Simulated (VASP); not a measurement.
# SiC30 (a cell with a defect) in VASP: notebook

Runs on SiC30 (a cell with a defect). Level: PBE+D3(BJ). Tasks: single point.

Everything below comes from runs of VASP 6.6.1. Logs are shortened: lines on timing, memory, paths and dates and some standing lists are left out, and cuts for length are marked.

### Step 1. The cell of the first run

The cell holds a defect, 31 atoms: a = 6.522 Å, b = 6.522 Å, c = 6.799 Å, α = 90.00°, β = 90.00°, γ = 98.24°.

### Step 2. Single point, PBE+D3(BJ)

The input, INCAR:

```
SYSTEM = SiC30
ALGO = Normal ; EDIFF = 1E-7
ENCUT = 520 ; GGA = PE
ISIF = 2 ; ISMEAR = 0
IVDW = 12 ; LASPH = .TRUE.
LCHARG = .TRUE. ; LELF = .TRUE.
LREAL = Auto ; LVHAR = .TRUE.
LWAVE = .FALSE. ; NBANDS = 83
NELM = 100 ; PREC = Accurate
SIGMA = 0.1
```

The input, KPOINTS:

```
Automatic mesh
0
Gamma
  4 4 4
  0.5 0.5 0.5
```

The input, POSCAR:

```
SiC30
1.0
    4.9310759918      4.2682922365      0.0000000000
   -4.9310759918      4.2682922365      0.0000000000
    0.0000000000      0.0000000000      6.7989838489
Si C
1 30
Direct
    0.4813361775      0.7313361779      0.7500000167
    0.9296636680      0.9349586584      0.7500000167
    0.4551482692      0.4409243959      0.7500000167
    0.8254260474      0.5596201660      0.7500000167
    0.1909243955      0.7051482696      0.7500000167
    0.3096201942      0.0754260747      0.7500000167
    0.6849585694      0.1796635782      0.7500000167
    0.0661185912      0.3161185916      0.7500000167
    0.3489044065      0.5989044069      0.2500000056
    0.7242453024      0.7240072205      0.2500000056
    0.2240085971      0.2240045412      0.2500000056
    0.5990607787      0.3489504576      0.2500000056
    0.9740045139      0.4740085690      0.2500000056
    0.0989504571      0.8490607791      0.2500000056
    0.4740072201      0.9742453028      0.2500000056
    0.8491065959      0.0991065947      0.2500000056
    0.1819006119      0.4319006123      0.2500000056
    0.5572942403      0.5569975505      0.2500000056
    0.0571297202      0.0570824689      0.2500000056
    0.4320976599      0.1822321129      0.2500000056
    0.8070824416      0.3071296921      0.2500000056
    0.9322320856      0.6820976318      0.2500000056
    0.3069974487      0.8072943421      0.2500000056
    0.6822383071      0.9322383075      0.2500000056
    0.7721176649      0.7578727009      0.7500000167
    0.2781756209      0.2834679750      0.7500000167
    0.6534624577      0.3875981712      0.7500000167
    0.0334679746      0.5281756213      0.7500000167
    0.1375981708      0.9034624581      0.7500000167
    0.5078727290      0.0221176922      0.7500000167
    0.8970672295      0.1470672283      0.7500000167
```

Potentials or basis: VASP PAW PBE potentials, release 64 (Si, C).

On the command line:

```sh
$ cat potpaw_PBE.64/Si/POTCAR potpaw_PBE.64/C/POTCAR > POTCAR
$ mpirun -np 1 vasp_std > vasp.out
```

OUTCAR:

```text
SYSTEM = SiC30
   EDIFF = 1E-7
   ENCUT = 520
   GGA = PE
   ISIF = 2
   ISMEAR = 0
   IVDW = 12
   LASPH = .TRUE.
   LREAL = Auto
   NELM = 100
   PREC = Accurate
 IVDW          = 12

 ion  position               nearest neighbor table
   1  0.481  0.731  0.750-   3 1.88   5 1.88  25 1.88  30 1.88
   2  0.930  0.935  0.750-  29 1.40  31 1.43  25 1.43
   3  0.455  0.441  0.750-  27 1.39  26 1.43   1 1.88
   4  0.825  0.560  0.750-  25 1.39  28 1.40  27 1.47
   5  0.191  0.705  0.750-  29 1.39  28 1.43   1 1.88
   6  0.310  0.075  0.750-  30 1.39  26 1.40  29 1.47
   7  0.685  0.180  0.750-  27 1.40  31 1.43  30 1.43
[... 22 lines left out ...]
  30  0.508  0.022  0.750-   6 1.39   7 1.43   1 1.88
  31  0.897  0.147  0.750-   2 1.43   7 1.43   8 1.44

  LATTYP: Found a base centered orthorhombic cell.
 ALAT       =     8.5365844730
 B/A-ratio  =     1.1552807818
 C/A-ratio  =     0.7964524770

  Lattice vectors:

 A1 = (   4.9310759918,   4.2682922365,   0.0000000000)
 A2 = (  -4.9310759918,   4.2682922365,   0.0000000000)
 A3 = (   0.0000000000,   0.0000000000,   6.7989838489)

Analysis of symmetry for initial positions (statically):
=====================================================================
 Subroutine PRICEL returns:
 Original cell was already a primitive cell.

 Routine SETGRP: Setting up the symmetry group for a
 base centered orthorhombic supercell.

 Subroutine GETGRP returns: Found  4 space group operations
 (whereof  1 operations were pure point group operations)
 out of a pool of  8 trial point group operations.

The static configuration has the point symmetry C_1 .
 The point group associated with its full space group is C_2v.

Analysis of symmetry for dynamics (positions and initial velocities):
=====================================================================
 Subroutine PRICEL returns:
 Original cell was already a primitive cell.

 Routine SETGRP: Setting up the symmetry group for a
 base centered orthorhombic supercell.

 Subroutine GETGRP returns: Found  4 space group operations
 (whereof  1 operations were pure point group operations)
 out of a pool of  8 trial point group operations.

The dynamic configuration has the point symmetry C_1 .
 The point group associated with its full space group is C_2v.

 Subroutine INISYM returns: Found  4 space group operations
 (whereof  1 operations are pure point group operations),
 and found     1 'primitive' translations

----------------------------------------------------------------------------------------

                                     Primitive cell

  volume of cell :     286.2001

  direct lattice vectors                    reciprocal lattice vectors
     4.931075992  4.268292236  0.000000000     0.101397748  0.117142869  0.000000000
    -4.931075992  4.268292236  0.000000000    -0.101397748  0.117142869  0.000000000
     0.000000000  0.000000000  6.798983849     0.000000000  0.000000000  0.147080802

  length of vectors
     6.521796459  6.521796459  6.798983849     0.154932098  0.154932098  0.147080802

  position of ions in fractional coordinates (direct lattice)
     0.481336177  0.731336178  0.750000017
     0.929663668  0.934958658  0.750000017
     0.455148269  0.440924396  0.750000017
     0.825426047  0.559620166  0.750000017
     0.190924395  0.705148270  0.750000017
     0.309620194  0.075426075  0.750000017
[... 23 lines left out ...]
     0.507872729  0.022117692  0.750000017
     0.897067230  0.147067228  0.750000017

  ion indices of the primitive-cell ions
   primitive index   ion index
                 1           1
                 2           2
                 3           3
                 4           4
                 5           5
                 6           6
[... 23 lines left out ...]
                30          30
                31          31

----------------------------------------------------------------------------------------

 KPOINTS: Automatic mesh

Automatic generation of k-mesh.
 Grid dimensions read from file:
 generate k-points for:    4    4    4

 Generating k-lattice:

  Cartesian coordinates                     Fractional coordinates (reciprocal lattice)
     0.025349437  0.029285717  0.000000000     0.250000000  0.000000000  0.000000000
    -0.025349437  0.029285717  0.000000000     0.000000000  0.250000000  0.000000000
     0.000000000  0.000000000  0.036770201     0.000000000  0.000000000  0.250000000

  Length of vectors
     0.038733025  0.038733025  0.036770201

  Shift w.r.t. Gamma in fractional coordinates (k-lattice)
     0.500000000  0.500000000  0.500000000

 Subroutine IBZKPT returns following result:
 ===========================================

 Found     12 irreducible k-points:

 Following reciprocal coordinates:
            Coordinates               Weight
  0.125000  0.125000  0.125000      4.000000
  0.375000  0.125000  0.125000      8.000000
 -0.375000  0.125000  0.125000      8.000000
 -0.125000  0.125000  0.125000      4.000000
  0.375000  0.375000  0.125000      4.000000
 -0.375000  0.375000  0.125000      4.000000
  0.125000  0.125000  0.375000      4.000000
  0.375000  0.125000  0.375000      8.000000
 -0.375000  0.125000  0.375000      8.000000
 -0.125000  0.125000  0.375000      4.000000
  0.375000  0.375000  0.375000      4.000000
 -0.375000  0.375000  0.375000      4.000000
   k-points           NKPTS =     12   k-points in BZ     NKDIM =     12   number of bands    NBANDS=     83
   number of dos      NEDOS =    301   number of ions     NIONS =     31
   total plane-waves  NPLWV = 135000
   dimension x,y,z NGX =    50 NGY =   50 NGZ =   54
   dimension x,y,z NGXF=   100 NGYF=  100 NGZF=  108
   ions per type =               1  30
   NGX,Y,Z   is equivalent  to a cutoff of  12.75, 12.75, 13.20 a.u.
   NGXF,Y,Z  is equivalent  to a cutoff of  25.49, 25.49, 26.41 a.u.
 SYSTEM =  SiC30
   PREC   = accura    normal or accurate (medium, high low for compatibility)
   ISTART =      0    job   : 0-new  1-cont  2-samecut
   ICHARG =      2    charge: 1-file 2-atom 10-const
   ISPIN  =      1    spin polarized calculation?
   LNONCOLLINEAR =      F non collinear calculations
   LSORBIT =      F    spin-orbit coupling
   LASPH  =      T    aspherical Exc in radial PAW
   ENCUT  =  520.0 eV  38.22 Ry    6.18 a.u.  12.13 12.13 12.64*2*pi/ulx,y,z
   NELM   =    100;   NELMIN=  2; NELMDL= -5     # of ELM steps
   EDIFF  = 0.1E-06   stopping-criterion for ELM
   LREAL  =      T    real-space projection
   EDIFFG = 0.1E-05   stopping-criterion for IOM
   NSW    =      0    number of steps for IOM
   IBRION =     -1    ionic relax: 0-MD 1-quasi-New 2-CG
   NFREE  =      0    steps in history (QN), initial steepest desc. (CG)
   ISIF   =      2    stress and relaxation
   ISYM   =      2    0-nonsym 1-usesym 2-fastsym
   POTIM  = 0.5000    time-step for ionic-motion
   TEBEG  =    0.0;   TEEND  =   0.0 temperature during run
   PSTRESS=    0.0 pullay stress
   NELECT =     124.0000    total number of electrons
   NUPDOWN=      -1.0000    fix difference up-down
   EMIN   =  10.00;   EMAX   =-10.00  energy-range for DOS
   EFERMI =   0.00;   METHOD = LEGACY
   ISMEAR =     0;   SIGMA  =   0.10  broadening in eV -4-tet -1-fermi 0-gaus
   EFERMI_NEDOS =   21; number of points for ismear=-14 and -15
   IALGO  =     38    algorithm
   IMIX   =      4    mixing-type and parameters
     AMIX     =   0.40;   BMIX     =  1.00
     AMIX_MAG =   1.60;   BMIX_MAG =  1.00
  volume/ion in A,a.u.               =       9.23        62.30
  Fermi-wavevector in a.u.,A,eV,Ry     =   1.238774  2.340944 20.878973  1.534561
  Thomas-Fermi vector in A             =   2.373285
   LORBIT       =      0    0 simple, 1 ext, 2 COOP (PROOUT), +10 PAW based schemes
   GGA     = PE    functional components
   LHFCALC =     F    Hartree Fock is set to
   AEXX    =    0.0000 exact exchange contribution
   IVDW    =    12    specifies the selected vdW correction
   LEPSILON=     F    determine dielectric tensor
   LRPA    =     F    only Hartree local field effects (RPA)
 non-spin polarized calculation
 Gauss-broadening in eV      SIGMA  =   0.10
  energy-cutoff  :      520.00
  volume of cell :      286.20
 maximum number of plane-waves:      7728
 NGX is ok and might be reduce to    50
   NGX = 25   NGY = 25   NGZ = 25

 number of electron     124.0000006 magnetization

 Free energy of the ion-electron system (eV)
  ---------------------------------------------------
  ext. energy  EPLUGINS =         0.00000000
  ---------------------------------------------------
  free energy    TOTEN  =      -276.91366059 eV

  energy without entropy =     -276.89890430  energy(sigma->0) =     -276.90628245

 E-fermi :   4.3420     XC(G=0): -10.2102

 val. band max:        4.2449843234   @ k =  -0.1250   0.1250   0.1250
 cond. band min:       4.3453407552   @ k =   0.1250   0.1250   0.3750
 fundamental gap:      0.1003564318
 Fermi energy:         4.3420174651

 k-point     1 :       0.1250    0.1250    0.1250
  band No.  band energies     occupation
      1     -14.9382      2.00000
      2     -14.1099      2.00000
      3     -13.1115      2.00000
      4     -13.1070      2.00000
      5     -12.5945      2.00000
      6     -11.7248      2.00000
[... 66 lines left out ...]
     73       9.2013      0.00000
     74       9.8751      0.00000

 k-point     2 :       0.3750    0.1250    0.1250
  band No.  band energies     occupation
      1     -14.5922      2.00000
      2     -14.0473      2.00000
      3     -13.8321      2.00000
      4     -13.1869      2.00000
      5     -12.9357      2.00000
      6     -11.9160      2.00000
[... 66 lines left out ...]
     73       9.4112      0.00000
     74       9.8527      0.00000

 k-point     3 :      -0.3750    0.1250    0.1250
  band No.  band energies     occupation
      1     -14.6618      2.00000
      2     -13.9516      2.00000
      3     -13.8705      2.00000
      4     -13.0304      2.00000
      5     -12.4810      2.00000
      6     -12.4740      2.00000
[... 682 lines left out ...]
     73      10.0101      0.00000
     74      10.8531      0.00000

 k-point    12 :      -0.3750    0.3750    0.3750
  band No.  band energies     occupation
      1     -14.3963      2.00000
      2     -13.7134      2.00000
      3     -13.4878      2.00000
      4     -13.4731      2.00000
      5     -13.3022      2.00000
      6     -12.9487      2.00000
[... 66 lines left out ...]
     73      11.2485      0.00000
     74      11.3196      0.00000
 [bands above 74 left out]

------------------------ aborting loop because EDIFF is reached ----------------------------------------

 Edisp (eV)   -4.92184

 E8    (eV) :    -1.4335

  FORCE on cell =-STRESS in cart. coord.  units (eV):
  Direction    XX          YY          ZZ          XY          YZ          ZX
  --------------------------------------------------------------------------------------
  -------------------------------------------------------------------------------------
  Total      29.35643   -13.46653    -0.58524     0.00000     0.00000     0.00000
  in kB     164.34027   -75.38700    -3.27624     0.00000     0.00000     0.00000
  external pressure =       28.56 kB  Pullay stress =        0.00 kB

 VOLUME and BASIS-vectors are now :
 -----------------------------------------------------------------------------
  energy-cutoff  :      520.00
  volume of cell :      286.20
      direct lattice vectors                 reciprocal lattice vectors
     4.931075992  4.268292236  0.000000000     0.101397748  0.117142869  0.000000000
    -4.931075992  4.268292236  0.000000000    -0.101397748  0.117142869  0.000000000
     0.000000000  0.000000000  6.798983849     0.000000000  0.000000000  0.147080802

 POSITION                                       TOTAL-FORCE (eV/Angst)
 -----------------------------------------------------------------------------------
     -1.23277      5.17604      5.09924        -0.000000     -0.016077      0.000000
     -0.02611      7.95875      5.09924        -0.010344     -0.005493      0.000000
      0.07014      3.82470      5.09924        -0.053385      0.008972      0.000000
      1.31071      5.91178      5.09924         0.005310     -0.028347      0.000000
     -2.53568      3.82470      5.09924         0.053385      0.008972      0.000000
      1.15483      1.64349      5.09924        -0.005310     -0.028347      0.000000
[... 23 lines left out ...]
      2.39529      2.26215      5.09924         0.035439     -0.029753      0.000000
      3.69831      4.45667      5.09924        -0.000000     -0.011441      0.000000
 -----------------------------------------------------------------------------------
    total drift:                                0.000173     -0.008523      0.000708

  FREE ENERGIE OF THE ION-ELECTRON SYSTEM (eV)
  ---------------------------------------------------
  free  energy   TOTEN  =      -281.8354967786 eV

  energy  without entropy=     -281.8207404933  energy(sigma->0) =     -281.82811864
```

It took 4.1 min on 1 thread of Intel Xeon 6975P-C (Granite Rapids), shared host; peak memory 0.44 GiB.

Results:

```yaml
Free_energy: -281.8355 eV
Pressure: 2.9 GPa
Largest_force: 0.054 eV/Å
Band_gap_on_the_k_mesh: zero (filled and empty bands touch)
Dispersion_energy_per_atom: -0.159 eV
```

Forces on the atoms (eV/Å):
```
Si   0.000 -0.016  0.000
C   -0.010 -0.005  0.000
C   -0.053  0.009  0.000
C    0.005 -0.028  0.000
C    0.053  0.009  0.000
C   -0.005 -0.028  0.000
C    0.010 -0.005  0.000
C    0.000 -0.013  0.000
C    0.000 -0.010  0.000
C   -0.021  0.012  0.000
C    0.010  0.014  0.000
C    0.019 -0.009  0.000
C   -0.010  0.014  0.000
C   -0.019 -0.009  0.000
C    0.021  0.012  0.000
C    0.000 -0.023  0.000
C    0.000  0.041  0.000
C   -0.019  0.006  0.000
C    0.015  0.001  0.000
C   -0.016  0.025  0.000
C   -0.015  0.001  0.000
C    0.016  0.025  0.000
C    0.019  0.006  0.000
C    0.000  0.018  0.000
C   -0.035 -0.030  0.000
C   -0.019  0.005  0.000
C    0.022  0.009  0.000
C    0.019  0.005  0.000
C   -0.022  0.009  0.000
C    0.035 -0.030  0.000
C    0.000 -0.011  0.000
```

### Step 3. Single point, PBE+D3(BJ)

The input, INCAR:

```
SYSTEM = SiC30
ALGO = Normal
EDIFF = 1E-7
ENCUT = 520
GGA = PE
ISIF = 2
ISMEAR = 0
IVDW = 12
LASPH = .TRUE.
LCHARG = .TRUE.
LELF = .TRUE.
LREAL = Auto
LVHAR = .TRUE.
LWAVE = .FALSE.
NBANDS = 83
NELM = 100
PREC = Accurate
SIGMA = 0.1
```

KPOINTS is that of step 2.

The input, POSCAR:

```
SiC30
1.0
    4.9310759918      4.2682922365      0.0000000000
   -4.9310759918      4.2682922365      0.0000000000
    0.0000000000      0.0000000000      6.7989838489
Si C
1 30
Direct
    0.4626938270      0.7126938274      0.7500000167
    0.9112115034      0.9165073049      0.7500000167
    0.4366556128      0.4224587113      0.7500000167
    0.8069474777      0.5411659318      0.7500000167
    0.1724587109      0.6866556132      0.7500000167
    0.2911659600      0.0569475050      0.7500000167
    0.6665072317      0.1612116321      0.7500000167
    0.0476892064      0.2976892068      0.7500000167
    0.3644963567      0.6144963571      0.2500000056
    0.7398768129      0.7396216961      0.2500000056
    0.2395340209      0.2395723492      0.2500000056
    0.6146514196      0.3645453571      0.2500000056
    0.9895723219      0.4895339928      0.2500000056
    0.1145453567      0.8646514200      0.2500000056
    0.4896216957      0.9898768133      0.2500000056
    0.8646348204      0.1146348192      0.2500000056
    0.1973929907      0.4473929911      0.2500000056
    0.5729769970      0.5726006085      0.2500000056
    0.0726963940      0.0726540098      0.2500000056
    0.4476644200      0.1978169218      0.2500000056
    0.8226540996      0.3226964830      0.2500000056
    0.9478168945      0.6976643919      0.2500000056
    0.3226006081      0.8229769974      0.2500000056
    0.6978096401      0.9478096406      0.2500000056
    0.7536459512      0.7393989592      0.7500000167
    0.2597299747      0.2650316573      0.7500000167
    0.6350001935      0.3691213058      0.7500000167
    0.0150317741      0.5097300923      0.7500000167
    0.1191213054      0.8850001939      0.7500000167
    0.4893989874      0.0036459785      0.7500000167
    0.8786344476      0.1286344463      0.7500000167
```

Potentials or basis: VASP PAW PBE potentials, release 64 (Si, C).

On the command line:

```sh
$ cat potpaw_PBE.64/Si/POTCAR potpaw_PBE.64/C/POTCAR > POTCAR
$ mpirun -np 1 vasp_std > vasp.out
```

Run time: 4.2 min. Hardware: 1 thread of Intel Xeon 6975P-C (Granite Rapids), shared host; peak memory 0.45 GiB.

The run converged. Its results:

| Item | Value |
| --- | --- |
| Free energy | -281.8743 eV |
| Pressure | 2.8 GPa |
| Largest force | 0.056 eV/Å |
| Band gap on the k mesh | zero (filled and empty bands touch) |
| Dispersion energy per atom | -0.159 eV |

Forces on the atoms (eV/Å):
```
Si   0.000 -0.017  0.000
C   -0.010 -0.004  0.000
C   -0.056  0.002  0.000
C    0.004 -0.024  0.000
C    0.056  0.002  0.000
C   -0.004 -0.024  0.000
C    0.010 -0.004  0.000
C    0.000 -0.011  0.000
C    0.000 -0.005  0.000
C   -0.013  0.014  0.000
C    0.004  0.018  0.000
C    0.012  0.000  0.000
C   -0.004  0.018  0.000
C   -0.012  0.000  0.000
C    0.013  0.014  0.000
C    0.000 -0.010  0.000
C    0.000  0.020  0.000
C   -0.010  0.012  0.000
C    0.009  0.005  0.000
C   -0.010  0.010  0.000
C   -0.009  0.005  0.000
C    0.010  0.010  0.000
C    0.010  0.012  0.000
C    0.000  0.006  0.000
C   -0.040 -0.026  0.000
C   -0.015  0.002  0.000
C    0.017  0.003  0.000
C    0.015  0.002  0.000
C   -0.017  0.003  0.000
C    0.040 -0.026  0.000
C    0.000 -0.007  0.000
```

Stress tensor (GPa, compression positive):
```
16.38  0.00  0.00
 0.00 -7.42  0.00
 0.00  0.00 -0.59
```

Levels at points of the mesh, in eV from the Fermi level:
```tsv
k point	band 59	band 60	band 61	band 62	band 63	band 64	band 65	band 66
(0.12, 0.12, 0.12)	-2.17	-1.55	-1.34	0.00	0.11	2.34	2.63	2.72
```

(Continued in part 2 of 2.)
